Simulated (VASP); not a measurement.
Write the native input for VASP 6.6.1 that does the following.

- Task: single point
- Functional: HSE06
- Potentials or basis: VASP PAW PBE potentials, release 64 (B, N)
- Cutoff: 520 eV
- k mesh: 8 × 8 × 8
- Occupations: gaussian, width 0.01 eV
- Spin: no spin polarisation
- Dipole correction: no
- Grid for exact exchange (PRECFOCK): Normal
- Further INCAR settings: ALGO = Normal; EDIFF = 1e-07; NBANDS = 11
- Share of exact exchange: 0.25
- Screening parameter: 0.2079 1/Å

The system is BN.

```
B N
1.0
     0.00000    3.29286    2.16328
     1.21981    0.00000    2.16328
     1.21981    3.29286    0.00000
B N
1 1
Direct
  0.99918 0.99918 0.00082
  0.66752 0.66752 0.33248
```

This cell differs from its parent crystal: uniaxial x strain -2.5%.

These files were run (other wordings do the same):

POSCAR

```
BN
1.0
    0.0000000000      3.2928569245      2.1632761898
    1.2198095259      0.0000000000      2.1632761898
    1.2198095259      3.2928569245      0.0000000000
B N
1 1
Direct
   -0.0008201111     -0.0008201111      1.0008201111
    0.6675201011      0.6675201011      0.3324798989
```

INCAR.step1

```
PREC = Accurate
ENCUT = 520
EDIFF = 1E-5
ISMEAR = 0
SIGMA = 0.01
LREAL = False
LASPH = True
NELM = 60
ALGO = Normal
ISIF = 2
LWAVE = True
LCHARG = False
GGA = PE
NBANDS = 11
```

INCAR.step2

```
PREC = Accurate
ENCUT = 520
EDIFF = 1E-7
ISMEAR = 0
SIGMA = 0.01
LREAL = False
LASPH = True
NELM = 60
ALGO = Normal
ISIF = 2
LWAVE = False
LCHARG = False
GGA = PE
LHFCALC = True
HFSCREEN = 0.2079
PRECFOCK = Normal
ISTART = 1
NBANDS = 11
```

KPOINTS

```
Automatic mesh
0
Gamma
  8 8 8
```

Potentials or basis: VASP PAW PBE potentials, release 64 (B, N).

Command:

```bash
$ cat potpaw_PBE.64/B/POTCAR potpaw_PBE.64/N/POTCAR > POTCAR
$ cp INCAR.step1 INCAR
$ mpirun -np 1 vasp_std > vasp.out
$ cp INCAR.step2 INCAR
$ mpirun -np 1 vasp_std > vasp.out
```

Results of the run:

```
Pressure               : 9.8 GPa
Largest force          : 0.004 eV/Å
Band gap on the k mesh : 4.65 eV (least direct gap 6.27 eV)
```

Caveat: the cell differs from its parent crystal (uniaxial x strain -2.5%); the stress differs along the axes, from 3 to 23 GPa; the PAW data sets were made with another functional, which shifts forces and pressure a little.

Wall time 72 min on 1 thread of Intel(R) Xeon(R) Platinum 8259CL CPU @ 2.50GHz (Skylake/Cascade Lake), on a shared host, peak memory 0.26 GiB.
